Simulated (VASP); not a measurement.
# FeSi (P2_13) in VASP: settings compared

The runs below take FeSi through electric field gradients, with PBE, LDA.

All numbers are computed with VASP 6.6.1; they aren't measurements. Logs are shortened: lines on timing, memory, paths and dates and some standing lists are left out, and cuts for length are marked.

**1. The cell of the first run**

Symmetry: P2_13, No. 198, cubic system. The conventional cell has a = 4.467 Å, b = 4.467 Å, c = 4.467 Å, α = 90.00°, β = 90.00°, γ = 90.00°. Fe (site symmetry 3) has 7 Si at 2.24 to 2.51 Å and 6 Fe at 2.74 Å within 3.0 Å. Within 3.0 Å of Si (site symmetry 3) lie 7 Fe at 2.24 to 2.51 Å and 6 Si at 2.76 Å.

**2. Electric field gradients, PBE, collinear spin, ferromagnetic start**

The input, INCAR:

```
PREC = Accurate
ENCUT = 520
EDIFF = 1E-8
ISMEAR = -1
SIGMA = 0.05
LREAL = F
LASPH = T
NELM = 150
ALGO = Normal
ISIF = 2
LWAVE = F
LCHARG = F
ISPIN = 2
MAGMOM = 3 3 3 3 0 0 0 0
LORBIT = 11
LMAXMIX = 4
GGA = PE
LEFG = T
NBANDS = 38
```

The input, KPOINTS:

```
Automatic mesh
0
Gamma
  10 10 10
```

The input, POSCAR:

```
FeSi
1.0
    4.4670000000      0.0000000000      0.0000000000
    0.0000000000      4.4670000000      0.0000000000
    0.0000000000      0.0000000000      4.4670000000
Fe Si
4 4
Direct
    0.1340000000      0.1340000000      0.1340000000
    0.3660000000      0.8660000000      0.6340000000
    0.6340000000      0.3660000000      0.8660000000
    0.8660000000      0.6340000000      0.3660000000
    0.8445000000      0.8445000000      0.8445000000
    0.6555000000      0.1555000000      0.3445000000
    0.3445000000      0.6555000000      0.1555000000
    0.1555000000      0.3445000000      0.6555000000
```

Potentials or basis: VASP PAW PBE potentials, release 64 (Fe, Si).

Started as:

```bash
$ cat potpaw_PBE.64/Fe/POTCAR potpaw_PBE.64/Si/POTCAR > POTCAR
$ mpirun -np 1 vasp_std > vasp.out
```

OUTCAR:

```text
PREC = Accurate
   ENCUT = 520
   EDIFF = 1E-8
   ISMEAR = -1
   LREAL = F
   LASPH = T
   NELM = 150
   ISIF = 2
   ISPIN = 2
   LORBIT = 11
   GGA = PE

 ion  position               nearest neighbor table
   1  0.134  0.134  0.134-   5 2.24   6 2.34   7 2.34   8 2.34   8 2.51   7 2.51   6 2.51   3 2.74
                             4 2.74   2 2.74   2 2.74   4 2.74   3 2.74
   2  0.366  0.866  0.634-   6 2.24   5 2.34   7 2.34   8 2.34   7 2.51   8 2.51   5 2.51   1 2.74
                             1 2.74   3 2.74   3 2.74   4 2.74   4 2.74
   3  0.634  0.366  0.866-   7 2.24   6 2.34   5 2.34   8 2.34   6 2.51   8 2.51   5 2.51   1 2.74
                             4 2.74   2 2.74   2 2.74   4 2.74   1 2.74
   4  0.866  0.634  0.366-   8 2.24   6 2.34   7 2.34   5 2.34   5 2.51   6 2.51   7 2.51   1 2.74
                             3 2.74   2 2.74   1 2.74   2 2.74   3 2.74
   5  0.844  0.844  0.844-   1 2.24   2 2.34   3 2.34   4 2.34   4 2.51   3 2.51   2 2.51   6 2.76
                             8 2.76   6 2.76   8 2.76   7 2.76   7 2.76
   6  0.656  0.156  0.344-   2 2.24   1 2.34   3 2.34   4 2.34   3 2.51   4 2.51   1 2.51   5 2.76
                             5 2.76   7 2.76   7 2.76   8 2.76   8 2.76
   7  0.344  0.656  0.156-   3 2.24   2 2.34   1 2.34   4 2.34   2 2.51   4 2.51   1 2.51   6 2.76
                             8 2.76   8 2.76   6 2.76   5 2.76   5 2.76
   8  0.156  0.344  0.656-   4 2.24   2 2.34   3 2.34   1 2.34   1 2.51   2 2.51   3 2.51   5 2.76
                             7 2.76   5 2.76   7 2.76   6 2.76   6 2.76

  LATTYP: Found a simple cubic cell.
 ALAT       =     4.4670000000

  Lattice vectors:

 A1 = (   4.4670000000,   0.0000000000,   0.0000000000)
 A2 = (   0.0000000000,   4.4670000000,   0.0000000000)
 A3 = (   0.0000000000,   0.0000000000,   4.4670000000)

Analysis of symmetry for initial positions (statically):
=====================================================================
 Subroutine PRICEL returns:
 Original cell was already a primitive cell.

 Routine SETGRP: Setting up the symmetry group for a
 simple cubic supercell.

 Subroutine GETGRP returns: Found 12 space group operations
 (whereof  3 operations were pure point group operations)
 out of a pool of 48 trial point group operations.

The static configuration has the point symmetry C_3 .
 The point group associated with its full space group is T   .

Analysis of symmetry for dynamics (positions and initial velocities):
=====================================================================
 Subroutine PRICEL returns:
 Original cell was already a primitive cell.

 Routine SETGRP: Setting up the symmetry group for a
 simple cubic supercell.

 Subroutine GETGRP returns: Found 12 space group operations
 (whereof  3 operations were pure point group operations)
 out of a pool of 48 trial point group operations.

The dynamic configuration has the point symmetry C_3 .
 The point group associated with its full space group is T   .

Analysis of structural, dynamic, and magnetic symmetry:
=====================================================================
 Subroutine PRICEL returns:
 Original cell was already a primitive cell.

 Routine SETGRP: Setting up the symmetry group for a
 simple cubic supercell.

 Subroutine GETGRP returns: Found 12 space group operations
 (whereof  3 operations were pure point group operations)
 out of a pool of 48 trial point group operations.

The overall configuration has the point symmetry C_3 .
 The point group associated with its full space group is T   .

 Subroutine INISYM returns: Found 12 space group operations
 (whereof  3 operations are pure point group operations),
 and found     1 'primitive' translations

----------------------------------------------------------------------------------------

                                     Primitive cell

  volume of cell :      89.1349

  direct lattice vectors                    reciprocal lattice vectors
     4.467000000  0.000000000  0.000000000     0.223863891  0.000000000  0.000000000
     0.000000000  4.467000000  0.000000000     0.000000000  0.223863891  0.000000000
     0.000000000  0.000000000  4.467000000     0.000000000  0.000000000  0.223863891

  length of vectors
[... 145 lines left out ...]

 val. band max:        9.5831876575   @ k =   0.3000   0.1000   0.1000
 cond. band min:       9.7224099652   @ k =  -0.2000   0.3000   0.0000
 fundamental gap:      0.1392223077
 Fermi energy:         9.6504821981

 spin component 1

 k-point     1 :       0.0000    0.0000    0.0000
  band No.  band energies     occupation
      1      -3.5952      1.00000
      2       1.7205      1.00000
      3       1.7205      1.00000
      4       1.7205      1.00000
      5       4.5869      1.00000
      6       4.5869      1.00000
[... 925 lines left out ...]
     35      14.5444      0.00000
     36      15.7457      0.00000

 [... further k-points ...]

 spin component 2

 k-point     1 :       0.0000    0.0000    0.0000
  band No.  band energies     occupation
      1      -3.5952      1.00000
      2       1.7205      1.00000
      3       1.7205      1.00000
      4       1.7205      1.00000
      5       4.5869      1.00000
      6       4.5869      1.00000
[... 925 lines left out ...]
     35      14.5444      0.00000
     36      15.7457      0.00000

 [... further k-points ...]

 [bands above 36 left out]

------------------------ aborting loop because EDIFF is reached ----------------------------------------

  FORCE on cell =-STRESS in cart. coord.  units (eV):
  Direction    XX          YY          ZZ          XY          YZ          ZX
  --------------------------------------------------------------------------------------
  -------------------------------------------------------------------------------------
  Total       -1.3327940     -1.3327940     -1.3327940      0.0000000      0.0000000      0.0000000
  in kB      -23.9566314    -23.9566314    -23.9566314      0.0000000      0.0000000      0.0000000
  external PRESSURE =     -23.9566314 kB  Pullay stress =       0.0000000 kB

 VOLUME and BASIS-vectors are now :
 -----------------------------------------------------------------------------
  energy-cutoff  :      520.00
  volume of cell :       89.13
      direct lattice vectors                 reciprocal lattice vectors
     4.467000000  0.000000000  0.000000000     0.223863891  0.000000000  0.000000000
     0.000000000  4.467000000  0.000000000     0.000000000  0.223863891  0.000000000
     0.000000000  0.000000000  4.467000000     0.000000000  0.000000000  0.223863891

 POSITION                                       TOTAL-FORCE (eV/Angst)
 -----------------------------------------------------------------------------------
      0.59858      0.59858      0.59858         0.155010      0.155010      0.155010
      1.63492      3.86842      2.83208        -0.155010     -0.155010      0.155010
      2.83208      1.63492      3.86842         0.155010     -0.155010     -0.155010
      3.86842      2.83208      1.63492        -0.155010      0.155010     -0.155010
      3.77238      3.77238      3.77238        -0.298978     -0.298978     -0.298978
      2.92812      0.69462      1.53888         0.298978      0.298978     -0.298978
      1.53888      2.92812      0.69462        -0.298978      0.298978      0.298978
      0.69462      1.53888      2.92812         0.298978     -0.298978      0.298978
 -----------------------------------------------------------------------------------
    total drift:                               -0.000000     -0.000001     -0.000000

  FREE ENERGIE OF THE ION-ELECTRON SYSTEM (eV)
  ---------------------------------------------------
  free  energy   TOTEN  =       -58.7473287485 eV

  energy  without entropy=      -58.7055795446  energy(sigma->0) =      -58.72645415

 Electric field gradients (V/A^2)
---------------------------------------------------------------------
 ion       V_xx      V_yy      V_zz      V_xy      V_xz      V_yz
---------------------------------------------------------------------
   1      -0.000     0.000    -0.000    20.400    20.400    20.400
   2      -0.000     0.000    -0.000    20.400   -20.400   -20.400
   3      -0.000     0.000    -0.000   -20.400   -20.400    20.400
   4      -0.000     0.000    -0.000   -20.400    20.400   -20.400
   5      -0.000     0.000     0.000   -18.393   -18.393   -18.393
   6      -0.000    -0.000     0.000   -18.393    18.393    18.393
   7      -0.000     0.000     0.000    18.393    18.393   -18.393
   8      -0.000     0.000     0.000    18.393   -18.393    18.393
---------------------------------------------------------------------

 Electric field gradients after diagonalization (V/A^2)
 (convention: |V_zz| > |V_xx| > |V_yy|)
----------------------------------------------------------------------
 ion       V_xx      V_yy      V_zz     asymmetry (V_yy - V_xx)/ V_zz
----------------------------------------------------------------------
   1     -20.400   -20.400    40.801       0.000
   2     -20.400   -20.400    40.801       0.000
   3     -20.400   -20.400    40.801       0.000
   4     -20.400   -20.400    40.801       0.000
   5      18.393    18.393   -36.785       0.000
   6      18.393    18.393   -36.785       0.000
   7      18.393    18.393   -36.785       0.000
   8      18.393    18.393   -36.785       0.000
----------------------------------------------------------------------

           NMR quadrupolar parameters

 Cq : quadrupolar parameter    Cq=e*Q*V_zz/h
 eta: asymmetry parameters     (V_yy - V_xx)/ V_zz
 Q  : nuclear electric quadrupole moment in mb (millibarn)
----------------------------------------------------------------------
 ion       Cq(MHz)       eta       Q (mb)
----------------------------------------------------------------------
   1       0.099       0.000       1.000
   2       0.099       0.000       1.000
   3       0.099       0.000       1.000
   4       0.099       0.000       1.000
   5      -0.089       0.000       1.000
   6      -0.089       0.000       1.000
   7      -0.089       0.000       1.000
   8      -0.089       0.000       1.000
----------------------------------------------------------------------

 total charge

# of ion       s       p       d       tot
------------------------------------------
    1        0.434   0.632   6.554   7.621
    2        0.434   0.632   6.554   7.621
    3        0.434   0.632   6.554   7.621
    4        0.434   0.632   6.554   7.621
    5        0.737   0.892   0.000   1.629
    6        0.737   0.892   0.000   1.629
    7        0.737   0.892   0.000   1.629
    8        0.737   0.892   0.000   1.629
--------------------------------------------------
tot          4.685   6.097  26.216  36.999

 magnetization (x)

# of ion       s       p       d       tot
------------------------------------------
    1       -0.000   0.000  -0.000  -0.000
    2       -0.000   0.000  -0.000  -0.000
    3       -0.000   0.000  -0.000  -0.000
    4       -0.000   0.000  -0.000  -0.000
    5        0.000   0.000   0.000   0.000
    6        0.000   0.000   0.000   0.000
    7        0.000   0.000   0.000   0.000
    8        0.000   0.000   0.000   0.000
--------------------------------------------------
tot          0.000   0.000  -0.000  -0.000
```

Wall time 16 min (1 thread of Oxide Virtual Turin-like, shared host); peak memory 0.45 GiB.

What came out:

```yaml
Free_energy: -58.7473 eV
Pressure: -2.4 GPa
Largest_force: 0.518 eV/Å
Band_gap_on_the_k_mesh: 0.14 eV (least direct gap 0.16 eV)
Net_moment: 0.00 μB per cell
Largest_electric_field_gradient_by_atom: Fe +40.8; Si -36.8 V/Å²
Valence_electrons_inside_the_program's_atomic_spheres: Fe 7.62; Si 1.63
```

Forces on the atoms (eV/Å):
```
Fe   0.155  0.155  0.155
Fe  -0.155 -0.155  0.155
Fe   0.155 -0.155 -0.155
Fe  -0.155  0.155 -0.155
Si  -0.299 -0.299 -0.299
Si   0.299  0.299 -0.299
Si  -0.299  0.299  0.299
Si   0.299 -0.299  0.299
```

Electric field gradients, principal values (V/Å²):
```
atom    least   middle  greatest (by size)
1 Fe  -20.400  -20.400              40.801
2 Fe  -20.400  -20.400              40.801
3 Fe  -20.400  -20.400              40.801
4 Fe  -20.400  -20.400              40.801
5 Si   18.393   18.393             -36.785
6 Si   18.393   18.393             -36.785
7 Si   18.393   18.393             -36.785
8 Si   18.393   18.393             -36.785
```

Caveat: the moments typed at the start vanished in this run; without QUAD_EFG the Cq values of the log hold for a quadrupole moment of 1 mb, not for the nuclei.

[end of part 1 of 2]
